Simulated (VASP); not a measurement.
Runs of VASP 6.6.1 on Pt. The structure is that of space group Im-3m (No. 229), or close to it. The cells are those of the table. This isn't the form of Pt at room conditions, which is fcc.

```tsv
task	level	potentials or basis	cell	k mesh	cutoff (eV)	smearing	grid for exact exchange (PRECFOCK)	share of exact exchange	screening parameter	gap on the mesh (eV)	pressure (GPa)	relaxed volume (Å³/atom)
relaxation of cell and atoms	HF	VASP PAW PBE potentials, release 64 (Pt)	relaxed from a = 2.744 Å, angles 109.5°, 1 atom	6 × 6 × 6	600	fermi-dirac 0.05 eV	Normal	1	-	none	-0.1	15.94
single point	B3LYP	VASP PAW PBE potentials, release 64 (Pt)	a = 2.761 Å, angles 109.5°, 1 atom	6 × 6 × 6	520	fermi-dirac 0.05 eV	Normal	0.2	-	none	1.1	-
single point	HSE06	VASP PAW PBE potentials, release 64 (Pt)	a = 2.726 Å, angles 109.5°, 1 atom	8 × 8 × 8	520	fermi-dirac 0.05 eV	Normal	0.25	0.2079 1/Å	none	(a)	-
relaxation of cell and atoms	PBEsol+D4	VASP PAW PBE potentials, release 64 (Pt)	relaxed from a = 2.744 Å, angles 109.5°, 1 atom	12 × 12 × 12	600	fermi-dirac 0.05 eV	-	-	-	none	0.1	(b)
relaxation of cell and atoms	B3LYP	VASP PAW PBE potentials, release 64 (Pt)	relaxed from a = 2.744 Å, angles 109.5°, 1 atom	6 × 6 × 6	600	fermi-dirac 0.05 eV	Normal	0.2	-	none	0.0	16.29
single point	LDA	VASP PAW LDA potentials, release 64 (Pt)	a = 2.744 Å, angles 109.5°, 1 atom	10 × 10 × 10	520	fermi-dirac 0.1 eV	-	-	-	none	-15.1	-
single point	HSE06	VASP PAW PBE potentials, release 64 (Pt)	a = 2.762 Å, angles 109.5°, 1 atom	8 × 8 × 8	520	fermi-dirac 0.05 eV	Normal	0.25	0.2079 1/Å	none	(c)	-
single point	HSE06	VASP PAW PBE potentials, release 64 (Pt)	a = 2.744 Å, angles 109.5°, 1 atom	8 × 8 × 8	520	fermi-dirac 0.05 eV	Normal	0.25	0.2079 1/Å	none	-7.4	-
```

Alike in all rows: no spin polarisation.

Estimate the missing entries.

(a) -2.8; (b) 14.95; (c) -11.6.

Caveats: some runs use coarse meshes; spin-orbit coupling is left out, which moves the levels of the heavy elements; the PAW data sets were made with another functional, which shifts forces and pressure a little (at least some runs); the cell stands under tension (at least some runs).

A k mesh can miss the band edges, and the runs leave out spin-orbit coupling on Pt.

A gap of «none» marks levels without a gap at the run's occupations.
